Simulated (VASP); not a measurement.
# GaSb (I-4m2) in VASP: further runs

GaSb is run at these levels: LDA; tasks: single point.

All numbers are computed with VASP 6.6.1; they aren't measurements. Logs are shortened: lines on timing, memory, paths and dates and some standing lists are left out, and cuts for length are marked.

### Step 1. The cell of the first run

The structure is tetragonal, space group I-4m2 (No. 119). The conventional cell has a = 5.507 Å, b = 5.507 Å, c = 3.150 Å, α = 90.00°, β = 90.00°, γ = 90.00°. Ga (site symmetry -4m2) has 8 Sb at 2.86 to 3.63 Å and 2 Ga at 3.15 Å within 3.8 Å. Within 3.8 Å of Sb (site symmetry -4m2) lie 8 Ga at 2.86 to 3.63 Å and 2 Sb at 3.15 Å.

### Step 2. Single point, LDA

INCAR

```
SYSTEM = GaSb
PREC = Accurate ; ENCUT = 520
EDIFF = 1E-6 ; ISMEAR = 0
SIGMA = 0.02 ; LREAL = .False.
LASPH = .True. ; NELM = 60
ALGO = Normal ; ISIF = 2
LWAVE = .False. ; LCHARG = .False.
NBANDS = 16
```

KPOINTS

```
Automatic mesh
0
Gamma
  8 8 8
  0 0 0
```

POSCAR

```
GaSb
1.0
   -2.7534340000      2.7534340000      1.5747999300
    2.7534340000     -2.7534340000      1.5747999300
    2.7534340000      2.7534340000     -1.5747999300
Ga Sb
1 1
Direct
    0.2500000000      0.7500000000      0.5000000000
    0.0000000000      0.0000000000      0.0000000000
```

Potentials or basis: VASP PAW LDA potentials, release 64 (Ga_d, Sb).

On the command line:

```console
$ cat potpaw_LDA.64/Ga_d/POTCAR potpaw_LDA.64/Sb/POTCAR > POTCAR
$ mpirun -np 1 vasp_std > vasp.out
```

OUTCAR:

```text
SYSTEM = GaSb
   PREC = Accurate
   ENCUT = 520
   EDIFF = 1E-6
   ISMEAR = 0
   LREAL = .False.
   LASPH = .True.
   NELM = 60
   ISIF = 2

 ion  position               nearest neighbor table
   1  0.250  0.750  0.500-   2 2.86   2 2.86   2 2.86   2 2.86
   2  0.000  0.000  0.000-   1 2.86   1 2.86   1 2.86   1 2.86

  LATTYP: Found a body centered tetragonal cell.
 ALAT       =     5.5068680000
 C/A-ratio  =     0.5719403225

  Lattice vectors:

 A1 = (  -2.7534340000,   2.7534340000,   1.5747999300)
 A2 = (   2.7534340000,  -2.7534340000,   1.5747999300)
 A3 = (   2.7534340000,   2.7534340000,  -1.5747999300)

Analysis of symmetry for initial positions (statically):
=====================================================================
 Subroutine PRICEL returns:
 Original cell was already a primitive cell.

 Routine SETGRP: Setting up the symmetry group for a
 body centered tetragonal supercell.

 Subroutine GETGRP returns: Found  8 space group operations
 (whereof  8 operations were pure point group operations)
 out of a pool of 16 trial point group operations.

The static configuration has the point symmetry D_2d.

Analysis of symmetry for dynamics (positions and initial velocities):
=====================================================================
 Subroutine PRICEL returns:
 Original cell was already a primitive cell.

 Routine SETGRP: Setting up the symmetry group for a
 body centered tetragonal supercell.

 Subroutine GETGRP returns: Found  8 space group operations
 (whereof  8 operations were pure point group operations)
 out of a pool of 16 trial point group operations.

The dynamic configuration has the point symmetry D_2d.

 Subroutine INISYM returns: Found  8 space group operations
 (whereof  8 operations are pure point group operations),
 and found     1 'primitive' translations

----------------------------------------------------------------------------------------

                                     Primitive cell

  volume of cell :      47.7567

  direct lattice vectors                    reciprocal lattice vectors
    -2.753434000  2.753434000  1.574799930     0.000000000  0.181591424  0.317500649
     2.753434000 -2.753434000  1.574799930     0.181591424  0.000000000  0.317500649
     2.753434000  2.753434000 -1.574799930     0.181591424  0.181591424  0.000000000

  length of vectors
     4.200332416  4.200332416  4.200332416     0.365762365  0.365762365  0.256809054

  position of ions in fractional coordinates (direct lattice)
     0.250000000  0.750000000  0.500000000
     0.000000000  0.000000000  0.000000000

  ion indices of the primitive-cell ions
   primitive index   ion index
                 1           1
                 2           2

----------------------------------------------------------------------------------------

 KPOINTS: Automatic mesh

Automatic generation of k-mesh.
 Grid dimensions read from file:
 generate k-points for:    8    8    8

 Generating k-lattice:

  Cartesian coordinates                     Fractional coordinates (reciprocal lattice)
     0.000000000  0.022698928  0.039687581     0.125000000  0.000000000  0.000000000
     0.022698928  0.000000000  0.039687581     0.000000000  0.125000000  0.000000000
     0.022698928  0.022698928  0.000000000     0.000000000  0.000000000  0.125000000

  Length of vectors
     0.045720296  0.045720296  0.032101132

  Shift w.r.t. Gamma in fractional coordinates (k-lattice)
     0.000000000  0.000000000  0.000000000

 Subroutine IBZKPT returns following result:
 ===========================================

 Found     59 irreducible k-points:

 Following reciprocal coordinates:
            Coordinates               Weight
  0.000000  0.000000  0.000000      1.000000
  0.125000 -0.000000  0.000000      8.000000
  0.250000 -0.000000  0.000000      8.000000
  0.375000 -0.000000  0.000000      8.000000
  0.500000 -0.000000  0.000000      4.000000
  0.125000  0.125000  0.000000      8.000000
[... 16 lines left out ...]
  0.250000  0.125000  0.125000     16.000000
  0.375000  0.125000  0.125000      8.000000
 [... further k-points ...]
   k-points           NKPTS =     59   k-points in BZ     NKDIM =     59   number of bands    NBANDS=     16
   number of dos      NEDOS =    301   number of ions     NIONS =      2
   total plane-waves  NPLWV =  32768
   dimension x,y,z NGX =    32 NGY =   32 NGZ =   32
   dimension x,y,z NGXF=    64 NGYF=   64 NGZF=   64
   ions per type =               1   1
   NGX,Y,Z   is equivalent  to a cutoff of  12.67, 12.67, 12.67 a.u.
   NGXF,Y,Z  is equivalent  to a cutoff of  25.33, 25.33, 25.33 a.u.
 SYSTEM =  GaSb
   PREC   = accura    normal or accurate (medium, high low for compatibility)
   ISTART =      0    job   : 0-new  1-cont  2-samecut
   ICHARG =      2    charge: 1-file 2-atom 10-const
   ISPIN  =      1    spin polarized calculation?
   LNONCOLLINEAR =      F non collinear calculations
   LSORBIT =      F    spin-orbit coupling
   LASPH  =      T    aspherical Exc in radial PAW
   ENCUT  =  520.0 eV  38.22 Ry    6.18 a.u.   7.81  7.81  7.81*2*pi/ulx,y,z
   NELM   =     60;   NELMIN=  2; NELMDL= -5     # of ELM steps
   EDIFF  = 0.1E-05   stopping-criterion for ELM
   LREAL  =      F    real-space projection
   EDIFFG = 0.1E-04   stopping-criterion for IOM
   NSW    =      0    number of steps for IOM
   IBRION =     -1    ionic relax: 0-MD 1-quasi-New 2-CG
   NFREE  =      0    steps in history (QN), initial steepest desc. (CG)
   ISIF   =      2    stress and relaxation
   ISYM   =      2    0-nonsym 1-usesym 2-fastsym
   POTIM  = 0.5000    time-step for ionic-motion
   TEBEG  =    0.0;   TEEND  =   0.0 temperature during run
   PSTRESS=    0.0 pullay stress
   NELECT =      18.0000    total number of electrons
   NUPDOWN=      -1.0000    fix difference up-down
   EMIN   =  10.00;   EMAX   =-10.00  energy-range for DOS
   EFERMI =   0.00;   METHOD = LEGACY
   ISMEAR =     0;   SIGMA  =   0.02  broadening in eV -4-tet -1-fermi 0-gaus
   EFERMI_NEDOS =   21; number of points for ismear=-14 and -15
   IALGO  =     38    algorithm
   IMIX   =      4    mixing-type and parameters
     AMIX     =   0.40;   BMIX     =  1.00
     AMIX_MAG =   1.60;   BMIX_MAG =  1.00
  volume/ion in A,a.u.               =      23.88       161.14
  Fermi-wavevector in a.u.,A,eV,Ry     =   1.182553  2.234702 19.026830  1.398433
  Thomas-Fermi vector in A             =   2.318805
   LORBIT       =      0    0 simple, 1 ext, 2 COOP (PROOUT), +10 PAW based schemes
   GGA     = CA    functional components
   LHFCALC =     F    Hartree Fock is set to
   AEXX    =    0.0000 exact exchange contribution
   IVDW    =     0    specifies the selected vdW correction
   LEPSILON=     F    determine dielectric tensor
   LRPA    =     F    only Hartree local field effects (RPA)
 non-spin polarized calculation
 Gauss-broadening in eV      SIGMA  =   0.02
  energy-cutoff  :      520.00
  volume of cell :       47.76
 maximum number of plane-waves:      1298
   NGX = 15   NGY = 15   NGZ = 15

 number of electron      17.9999999 magnetization

 Free energy of the ion-electron system (eV)
  ---------------------------------------------------
  ext. energy  EPLUGINS =         0.00000000
  ---------------------------------------------------
  free energy    TOTEN  =        -8.34727632 eV

  energy without entropy =       -8.34702079  energy(sigma->0) =       -8.34714856

 E-fermi :   6.4734     XC(G=0): -10.5027

 val. band max:        6.4658833649   @ k =   0.5000   0.5000   0.0000
 cond. band min:       6.4872779282   @ k =  -0.2500   0.5000   0.1250
 fundamental gap:      0.0213945633
 Fermi energy:         6.4733506667

 k-point     1 :       0.0000    0.0000    0.0000
  band No.  band energies     occupation
      1      -8.5860      2.00000
      2      -8.4964      2.00000
      3      -8.4891      2.00000
      4      -8.4657      2.00000
      5      -8.4657      2.00000
      6      -5.5294      2.00000
[... 8 lines left out ...]
     15      16.3182      0.00000
     16      17.0080      0.00000

 k-point     2 :       0.1250   -0.0000    0.0000
  band No.  band energies     occupation
      1      -8.5653      2.00000
      2      -8.4982      2.00000
      3      -8.4862      2.00000
      4      -8.4743      2.00000
      5      -8.4740      2.00000
      6      -5.2267      2.00000
[... 8 lines left out ...]
     15      15.5327      0.00000
     16      16.0745      0.00000

 k-point     3 :       0.2500   -0.0000    0.0000
  band No.  band energies     occupation
      1      -8.5187      2.00000
      2      -8.5032      2.00000
      3      -8.4974      2.00000
      4      -8.4920      2.00000
      5      -8.4760      2.00000
      6      -4.3312      2.00000
[... 8 lines left out ...]
     15      14.1283      0.00000
     16      16.2590      0.00000

 k-point     4 :       0.3750   -0.0000    0.0000
  band No.  band energies     occupation
      1      -8.5259      2.00000
      2      -8.5187      2.00000
      3      -8.5027      2.00000
      4      -8.4678      2.00000
      5      -8.4613      2.00000
      6      -2.9346      2.00000
[... 8 lines left out ...]
     15      14.6112      0.00000
     16      17.5001      0.00000

 k-point     5 :       0.5000   -0.0000    0.0000
  band No.  band energies     occupation
      1      -8.5348      2.00000
      2      -8.5275      2.00000
      3      -8.5047      2.00000
      4      -8.4642      2.00000
      5      -8.4405      2.00000
      6      -1.8129      2.00000
[... 8 lines left out ...]
     15      16.7810      0.00000
     16      17.3507      0.00000

 k-point     6 :       0.1250    0.1250    0.0000
  band No.  band energies     occupation
      1      -8.5180      2.00000
      2      -8.5014      2.00000
      3      -8.4963      2.00000
      4      -8.4936      2.00000
      5      -8.4782      2.00000
      6      -4.4656      2.00000
[... 8 lines left out ...]
     15      14.7159      0.00000
     16      15.1739      0.00000

 k-point     7 :       0.2500    0.1250    0.0000
  band No.  band energies     occupation
      1      -8.5225      2.00000
      2      -8.5180      2.00000
      3      -8.5026      2.00000
      4      -8.4705      2.00000
      5      -8.4628      2.00000
      6      -3.1748      2.00000
[... 8 lines left out ...]
     15      14.1863      0.00000
     16      16.0060      0.00000

 k-point     8 :       0.3750    0.1250    0.0000
  band No.  band energies     occupation
      1      -8.5336      2.00000
      2      -8.5267      2.00000
      3      -8.5057      2.00000
      4      -8.4649      2.00000
      5      -8.4409      2.00000
      6      -1.8394      2.00000
[... 8 lines left out ...]
     15      16.3145      0.00000
     16      17.2215      0.00000

 k-point     9 :       0.5000    0.1250    0.0000
  band No.  band energies     occupation
      1      -8.5276      2.00000
      2      -8.5183      2.00000
      3      -8.5048      2.00000
      4      -8.4660      2.00000
      5      -8.4596      2.00000
      6      -2.5077      2.00000
[... 8 lines left out ...]
     15      16.1940      0.00000
     16      16.9766      0.00000
[... 172 lines left out ...]
 k-point    19 :       0.5000    0.3750    0.0000
  band No.  band energies     occupation
      1      -8.5575      2.00000
      2      -8.5158      2.00000
      3      -8.4778      2.00000
      4      -8.4745      2.00000
      5      -8.4677      2.00000
      6      -3.9054      2.00000
[... 8 lines left out ...]
     15      17.2706      0.00000
     16      18.3056      0.00000

 k-point    20 :      -0.3750    0.3750    0.0000
  band No.  band energies     occupation
      1      -8.5786      2.00000
      2      -8.5131      2.00000
      3      -8.4788      2.00000
      4      -8.4674      2.00000
      5      -8.4585      2.00000
      6      -4.4259      2.00000
[... 8 lines left out ...]
     15      15.5353      0.00000
     16      16.1925      0.00000

 k-point    21 :       0.5000    0.5000    0.0000
  band No.  band energies     occupation
      1      -8.5775      2.00000
      2      -8.5158      2.00000
      3      -8.4771      2.00000
      4      -8.4678      2.00000
      5      -8.4574      2.00000
      6      -4.0563      2.00000
[... 8 lines left out ...]
     15      15.9944      0.00000
     16      18.3029      0.00000

 k-point    22 :       0.1250    0.1250    0.1250
  band No.  band energies     occupation
      1      -8.5157      2.00000
      2      -8.5060      2.00000
      3      -8.4971      2.00000
      4      -8.4922      2.00000
      5      -8.4741      2.00000
      6      -4.0770      2.00000
[... 8 lines left out ...]
     15      14.5494      0.00000
     16      14.7424      0.00000

 k-point    23 :       0.2500    0.1250    0.1250
  band No.  band energies     occupation
      1      -8.5247      2.00000
      2      -8.5170      2.00000
      3      -8.5032      2.00000
      4      -8.4694      2.00000
      5      -8.4598      2.00000
      6      -2.7215      2.00000
[... 8 lines left out ...]
     15      14.6117      0.00000
     16      16.2536      0.00000

 k-point    24 :       0.3750    0.1250    0.1250
  band No.  band energies     occupation
      1      -8.5341      2.00000
      2      -8.5251      2.00000
      3      -8.5044      2.00000
      4      -8.4658      2.00000
      5      -8.4401      2.00000
      6      -1.6803      2.00000
[... 8 lines left out ...]
     15      15.2929      0.00000
     16      15.5867      0.00000

 [... further k-points ...]

------------------------ aborting loop because EDIFF is reached ----------------------------------------

  FORCE on cell =-STRESS in cart. coord.  units (eV):
  Direction    XX          YY          ZZ          XY          YZ          ZX
  --------------------------------------------------------------------------------------
  -------------------------------------------------------------------------------------
  Total       -1.3905130     -1.3905130     -0.5442491      0.0000000      0.0000000      0.0000000
  in kB      -46.6499207    -46.6499207    -18.2588582      0.0000000      0.0000000      0.0000000
  external PRESSURE =     -37.1862332 kB  Pullay stress =       0.0000000 kB

 VOLUME and BASIS-vectors are now :
 -----------------------------------------------------------------------------
  energy-cutoff  :      520.00
  volume of cell :       47.76
      direct lattice vectors                 reciprocal lattice vectors
    -2.753434000  2.753434000  1.574799930     0.000000000  0.181591424  0.317500649
     2.753434000 -2.753434000  1.574799930     0.181591424  0.000000000  0.317500649
     2.753434000  2.753434000 -1.574799930     0.181591424  0.181591424  0.000000000

 POSITION                                       TOTAL-FORCE (eV/Angst)
 -----------------------------------------------------------------------------------
      2.75343      0.00000      0.78740         0.000000      0.000000      0.000000
      0.00000      0.00000      0.00000        -0.000000     -0.000000     -0.000000
 -----------------------------------------------------------------------------------
    total drift:                               -0.000000      0.000000     -0.000000

  FREE ENERGIE OF THE ION-ELECTRON SYSTEM (eV)
  ---------------------------------------------------
  free  energy   TOTEN  =        -8.3472763198 eV

  energy  without entropy=       -8.3470207920  energy(sigma->0) =       -8.34714856
```

It took 20 s on 1 thread of Intel Xeon 6975P-C, shared host; peak memory 0.18 GiB.

What came out:

- Free energy: -8.3473 eV
- Pressure: -3.7 GPa
- Band gap on the k mesh: zero (band 9 reaches 8.24 eV, above the bottom of band 10 at 4.43 eV)

Caveat: spin-orbit coupling is left out, which moves the levels of the heavy elements.

[end of part 1 of 3]
